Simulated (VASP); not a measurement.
Write the native input for VASP 6.6.1 that does the following.

```
Task                   : single point
Functional             : PBE
Dispersion             : D3(BJ)
Potentials or basis    : VASP PAW PBE potentials, release 64 (Se)
Cutoff                 : 520 eV
k mesh                 : 9 × 9 × 6
Occupations            : gaussian, width 0.02 eV
Spin                   : no spin polarisation
Dipole correction      : no
Further INCAR settings : ALGO = Normal; EDIFF = 1e-06; NBANDS = 16
```

The structure of Se lies in POSCAR:

```
Se
1.0
    4.0669563904      0.0000000000      0.0000000000
   -2.0334781952      3.5220875502      0.0000000000
    0.0000000000      0.0000000000      5.1287646854
Se
3
Direct
    0.2473598556      0.0000000000      0.3333333333
    0.0000000000      0.2473598556      0.6666666667
    0.7526401444      0.7526401444      0.0000000000
```

One way to write it, as run:

INCAR

```
SYSTEM = Se
PREC     = Accurate       ! precision mode
ENCUT    = 520            ! plane-wave cutoff, eV
EDIFF    = 1E-6           ! SCF threshold, eV
ISMEAR   = 0              ! smearing method
SIGMA    = 0.02           ! smearing width, eV
LREAL    = .FALSE.        ! projectors in reciprocal space
LASPH    = .TRUE.         ! aspherical terms in the spheres
NELM     = 60             ! most SCF steps
ALGO     = Normal         ! electronic algorithm
ISIF     = 2              ! what is computed and relaxed
LWAVE    = .FALSE.        ! write WAVECAR
LCHARG   = .FALSE.        ! write CHGCAR
GGA      = PE             ! functional
IVDW     = 12             ! dispersion correction
NBANDS   = 16             ! bands
```

KPOINTS

```
regular mesh
0
G
  9 9 6
  0 0 0
```

Potentials or basis: VASP PAW PBE potentials, release 64 (Se).

Command:

```bash
$ cat potpaw_PBE.64/Se/POTCAR > POTCAR
$ mpirun -np 1 vasp_std > vasp.out
```

Results of the run:

```
Pressure                   : 0.1 GPa
Largest force              : 0.020 eV/Å
Band gap on the k mesh     : 0.52 eV, direct
Dispersion energy per atom : -0.356 eV
```

Run time: 49 s on 1 thread of Intel Xeon 6975P-C, with other jobs on the host, peak memory 0.22 GiB.
